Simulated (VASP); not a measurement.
# SrO (P6_3/mmc) in VASP: settings compared, part 2 of 2

VASP 6.6.1.

## Step 6: Single point, r2SCAN (strain +2.0%)

POSCAR

```
SrO
1.0
    4.3562736472      0.0000000000      0.0000000000
   -2.1781368236      3.7726436443      0.0000000000
    0.0000000000      0.0000000000      5.2483901368
Sr O
2 2
Direct
    0.3333333333      0.6666666667      0.9375000000
    0.6666666667      0.3333333333      0.4375000000
    0.3333333333      0.6666666667      0.4375000000
    0.6666666667      0.3333333333      0.9375000000
```

INCAR.step1

```
SYSTEM = SrO
PREC = Accurate
ENCUT = 520
ISMEAR = 0
SIGMA = 0.01
LREAL = .False.
LASPH = .True.
NELM = 80
NBANDS = 24
GGA = PE
ALGO = Normal
EDIFF = 1E-4
LWAVE = .True.
LCHARG = .False.
```

INCAR.step2

```
SYSTEM = SrO
PREC = Accurate
ENCUT = 520
EDIFF = 1E-6
ISMEAR = 0
SIGMA = 0.01
LREAL = .False.
LASPH = .True.
NELM = 80
ALGO = Normal
ISIF = 2
LWAVE = .False.
LCHARG = .True.
METAGGA = R2SCAN
LMIXTAU = .True.
LELF = .True.
LVHAR = .True.
NBANDS = 24
ISTART = 1
```

KPOINTS

```
Automatic mesh
0
Gamma
  12 12 6
  0 0 0
```

Potentials or basis: VASP PAW PBE potentials, release 64 (Sr_sv, O).

Command:

```
$ cat potpaw_PBE.64/Sr_sv/POTCAR potpaw_PBE.64/O/POTCAR > POTCAR
$ cp INCAR.step1 INCAR
$ mpirun -np 1 vasp_std > vasp.out
$ cp INCAR.step2 INCAR
$ mpirun -np 1 vasp_std > vasp.out
```

OUTCAR:

```text
SYSTEM = SrO
   PREC = Accurate
   ENCUT = 520
   EDIFF = 1E-6
   ISMEAR = 0
   LREAL = .False.
   LASPH = .True.
   NELM = 80
   ISIF = 2
   METAGGA = R2SCAN
   ISTART = 1

 ion  position               nearest neighbor table
   1  0.333  0.667  0.938-   4 2.52   4 2.52   4 2.52   3 2.62   3 2.62   2 3.63   2 3.63   2 3.63
                             2 3.63   2 3.63   2 3.63
   2  0.667  0.333  0.438-   3 2.52   3 2.52   3 2.52   4 2.62   4 2.62   1 3.63   1 3.63   1 3.63
                             1 3.63   1 3.63   1 3.63
   3  0.333  0.667  0.438-   2 2.52   2 2.52   2 2.52   1 2.62   1 2.62
   4  0.667  0.333  0.938-   1 2.52   1 2.52   1 2.52   2 2.62   2 2.62

  LATTYP: Found a hexagonal cell.
 ALAT       =     4.3562736472
 C/A-ratio  =     1.2047889003

  Lattice vectors:

 A1 = (   4.3562736472,   0.0000000000,   0.0000000000)
 A2 = (  -2.1781368236,   3.7726436443,   0.0000000000)
 A3 = (   0.0000000000,   0.0000000000,   5.2483901368)

Analysis of symmetry for initial positions (statically):
=====================================================================
 Subroutine PRICEL returns:
 Original cell was already a primitive cell.

 Routine SETGRP: Setting up the symmetry group for a
 hexagonal supercell.

 Subroutine GETGRP returns: Found 24 space group operations
 (whereof  6 operations were pure point group operations)
 out of a pool of 24 trial point group operations.

The static configuration has the point symmetry C_3v.
 The point group associated with its full space group is D_6h.

Analysis of symmetry for dynamics (positions and initial velocities):
=====================================================================
 Subroutine PRICEL returns:
 Original cell was already a primitive cell.

 Routine SETGRP: Setting up the symmetry group for a
 hexagonal supercell.

 Subroutine GETGRP returns: Found 24 space group operations
 (whereof  6 operations were pure point group operations)
 out of a pool of 24 trial point group operations.

The dynamic configuration has the point symmetry C_3v.
 The point group associated with its full space group is D_6h.

 Subroutine INISYM returns: Found 24 space group operations
 (whereof  6 operations are pure point group operations),
 and found     1 'primitive' translations

----------------------------------------------------------------------------------------

                                     Primitive cell

  volume of cell :      86.2555

  direct lattice vectors                    reciprocal lattice vectors
     4.356273647  0.000000000  0.000000000     0.229553991  0.132533058  0.000000000
    -2.178136824  3.772643644  0.000000000     0.000000000  0.265066117  0.000000000
     0.000000000  0.000000000  5.248390137     0.000000000  0.000000000  0.190534616

  length of vectors
     4.356273647  4.356273647  5.248390137     0.265066117  0.265066117  0.190534616

  position of ions in fractional coordinates (direct lattice)
     0.333333333  0.666666667  0.937500000
     0.666666667  0.333333333  0.437500000
     0.333333333  0.666666667  0.437500000
     0.666666667  0.333333333  0.937500000

  ion indices of the primitive-cell ions
   primitive index   ion index
                 1           1
                 2           2
                 3           3
                 4           4

----------------------------------------------------------------------------------------

 KPOINTS: Automatic mesh

Automatic generation of k-mesh.
 Grid dimensions read from file:
 generate k-points for:   12   12    6

 Generating k-lattice:

  Cartesian coordinates                     Fractional coordinates (reciprocal lattice)
     0.019129499  0.011044422  0.000000000     0.083333333  0.000000000  0.000000000
     0.000000000  0.022088843  0.000000000     0.000000000  0.083333333  0.000000000
     0.000000000  0.000000000  0.031755769     0.000000000  0.000000000  0.166666667

  Length of vectors
     0.022088843  0.022088843  0.031755769

  Shift w.r.t. Gamma in fractional coordinates (k-lattice)
     0.000000000  0.000000000  0.000000000

 Subroutine IBZKPT returns following result:
 ===========================================

 Found     76 irreducible k-points:

 Following reciprocal coordinates:
            Coordinates               Weight
  0.000000  0.000000  0.000000      1.000000
  0.083333  0.000000  0.000000      6.000000
  0.166667  0.000000  0.000000      6.000000
  0.250000  0.000000  0.000000      6.000000
  0.333333  0.000000  0.000000      6.000000
  0.416667  0.000000  0.000000      6.000000
[... 16 lines left out ...]
  0.250000  0.000000  0.166667     12.000000
  0.333333  0.000000  0.166667     12.000000
 [... further k-points ...]
   k-points           NKPTS =     76   k-points in BZ     NKDIM =     76   number of bands    NBANDS=     24
   number of dos      NEDOS =    301   number of ions     NIONS =      4
   total plane-waves  NPLWV =  40960
   dimension x,y,z NGX =    32 NGY =   32 NGZ =   40
   dimension x,y,z NGXF=    64 NGYF=   64 NGZF=   80
   ions per type =               2   2
   NGX,Y,Z   is equivalent  to a cutoff of  12.21, 12.21, 12.67 a.u.
   NGXF,Y,Z  is equivalent  to a cutoff of  24.42, 24.42, 25.34 a.u.
 SYSTEM =  SrO
   PREC   = accura    normal or accurate (medium, high low for compatibility)
   ISTART =      1    job   : 0-new  1-cont  2-samecut
   ICHARG =      0    charge: 1-file 2-atom 10-const
   ISPIN  =      1    spin polarized calculation?
   LNONCOLLINEAR =      F non collinear calculations
   LSORBIT =      F    spin-orbit coupling
   LASPH  =      T    aspherical Exc in radial PAW
   ENCUT  =  520.0 eV  38.22 Ry    6.18 a.u.   8.10  8.10  9.76*2*pi/ulx,y,z
   NELM   =     80;   NELMIN=  2; NELMDL=  0     # of ELM steps
   EDIFF  = 0.1E-05   stopping-criterion for ELM
   LREAL  =      F    real-space projection
   EDIFFG = 0.1E-04   stopping-criterion for IOM
   NSW    =      0    number of steps for IOM
   IBRION =     -1    ionic relax: 0-MD 1-quasi-New 2-CG
   NFREE  =      0    steps in history (QN), initial steepest desc. (CG)
   ISIF   =      2    stress and relaxation
   ISYM   =      2    0-nonsym 1-usesym 2-fastsym
   POTIM  = 0.5000    time-step for ionic-motion
   TEBEG  =    0.0;   TEEND  =   0.0 temperature during run
   PSTRESS=    0.0 pullay stress
   NELECT =      32.0000    total number of electrons
   NUPDOWN=      -1.0000    fix difference up-down
   EMIN   =  10.00;   EMAX   =-10.00  energy-range for DOS
   EFERMI =   0.00;   METHOD = LEGACY
   ISMEAR =     0;   SIGMA  =   0.01  broadening in eV -4-tet -1-fermi 0-gaus
   EFERMI_NEDOS =   21; number of points for ismear=-14 and -15
   IALGO  =     38    algorithm
   IMIX   =      4    mixing-type and parameters
     AMIX     =   0.40;   BMIX     =  1.00
     AMIX_MAG =   1.60;   BMIX_MAG =  1.00
  volume/ion in A,a.u.               =      21.56       145.52
  Fermi-wavevector in a.u.,A,eV,Ry     =   1.176330  2.222941 18.827090  1.383752
  Thomas-Fermi vector in A             =   2.312696
   LORBIT       =      0    0 simple, 1 ext, 2 COOP (PROOUT), +10 PAW based schemes
   METAGGA = R2SCAN    functional components
   LHFCALC =     F    Hartree Fock is set to
   AEXX    =    0.0000 exact exchange contribution
   IVDW    =     0    specifies the selected vdW correction
   LEPSILON=     F    determine dielectric tensor
   LRPA    =     F    only Hartree local field effects (RPA)
 non-spin polarized calculation
 Gauss-broadening in eV      SIGMA  =   0.01
  energy-cutoff  :      520.00
  volume of cell :       86.26
 maximum number of plane-waves:      2344
   NGX = 17   NGY = 17   NGZ = 19

 number of electron      31.9999994 magnetization

 Free energy of the ion-electron system (eV)
  ---------------------------------------------------
  ext. energy  EPLUGINS =         0.00000000
  ---------------------------------------------------
  free energy    TOTEN  =       -53.71427812 eV

  energy without entropy =      -53.71427812  energy(sigma->0) =      -53.71427812

 E-fermi :   0.2752     XC(G=0):  -9.2078

 val. band max:        0.2347562388   @ k =   0.0000   0.0000   0.0000
 cond. band min:       3.0714237598   @ k =   0.0000   0.0000   0.0000
 fundamental gap:      2.8366675211
 Fermi energy:         0.2752098790

 k-point     1 :       0.0000    0.0000    0.0000
  band No.  band energies     occupation
      1     -33.4806      2.00000
      2     -33.3500      2.00000
      3     -15.6776      2.00000
      4     -15.6671      2.00000
      5     -15.2850      2.00000
      6     -14.9659      2.00000
[... 637 lines left out ...]
     23       9.2633      0.00000
     24       9.3665      0.00000

 [... further k-points ...]
[... 5 lines left out ...]
  --------------------------------------------------------------------------------------
  -------------------------------------------------------------------------------------
  Total       -1.8690721     -1.8690721     -2.0937167     -0.0000000      0.0000000      0.0000000
  in kB      -34.7175907    -34.7175907    -38.8903133     -0.0000000      0.0000000      0.0000000
  external PRESSURE =     -36.1084982 kB  Pullay stress =       0.0000000 kB

 VOLUME and BASIS-vectors are now :
 -----------------------------------------------------------------------------
  energy-cutoff  :      520.00
  volume of cell :       86.26
      direct lattice vectors                 reciprocal lattice vectors
     4.356273647  0.000000000  0.000000000     0.229553991  0.132533058  0.000000000
    -2.178136824  3.772643644  0.000000000     0.000000000  0.265066117  0.000000000
     0.000000000  0.000000000  5.248390137     0.000000000  0.000000000  0.190534616

 POSITION                                       TOTAL-FORCE (eV/Angst)
 -----------------------------------------------------------------------------------
     -0.00000      2.51510      4.92037        -0.000000      0.000000     -0.000000
      2.17814      1.25755      2.29617         0.000000     -0.000000     -0.000000
     -0.00000      2.51510      2.29617         0.000000      0.000000     -0.000000
      2.17814      1.25755      4.92037        -0.000000     -0.000000      0.000000
 -----------------------------------------------------------------------------------
    total drift:                               -0.000000      0.000000      0.000000

  FREE ENERGIE OF THE ION-ELECTRON SYSTEM (eV)
  ---------------------------------------------------
  free  energy   TOTEN  =       -53.7142781157 eV

  energy  without entropy=      -53.7142781157  energy(sigma->0) =      -53.71427812
```

It took 2.7 min on 1 thread of Intel Xeon 6975P-C (Granite Rapids), shared host; peak memory 0.29 GiB.

Results:

```yaml
Free_energy: -53.7143 eV
Pressure: -3.6 GPa
Band_gap_on_the_k_mesh: 2.84 eV
```

Caveat: the cell differs from its parent crystal (strain +2.0%); the cell stands under tension; the PAW data sets were made with another functional, which shifts forces and pressure a little. A k mesh can miss the band edges.

## Step 7: Overview

```csv
level,cell,smearing,gap on the mesh (eV),pressure (GPa)
PBE,"a = 4.270, b = 4.270, c = 5.144 Å, angles 90.0, 90.0, 120.0°, 4 atoms",fermi-dirac 0.02 eV,2.64,1.7
PBE,"a = 4.356, b = 4.356, c = 5.248 Å, angles 90.0, 90.0, 120.0°, 4 atoms",fermi-dirac 0.02 eV,2.45,-2.3
r2SCAN,"a = 4.270, b = 4.270, c = 4.953 Å, angles 90.0, 90.0, 120.0°, 4 atoms",gaussian 0.01 eV,2.96,4.2
r2SCAN,"a = 4.270, b = 4.270, c = 5.144 Å, angles 90.0, 90.0, 120.0°, 4 atoms",gaussian 0.01 eV,3.02,0.5
r2SCAN,"a = 4.356, b = 4.356, c = 5.248 Å, angles 90.0, 90.0, 120.0°, 4 atoms",gaussian 0.01 eV,2.84,-3.6
```

Alike in all rows: task single point; potentials or basis VASP PAW PBE potentials, release 64 (Sr_sv, O); no spin polarisation; k mesh 12 × 12 × 6; cutoff (eV) 520.

Caveats: the PAW data sets were made with another functional, which shifts forces and pressure a little (at least some runs); the cell stands under pressure (at least some runs); the cell stands under tension (at least some runs).

Absolute energies hang on the potentials; compare differences alone.
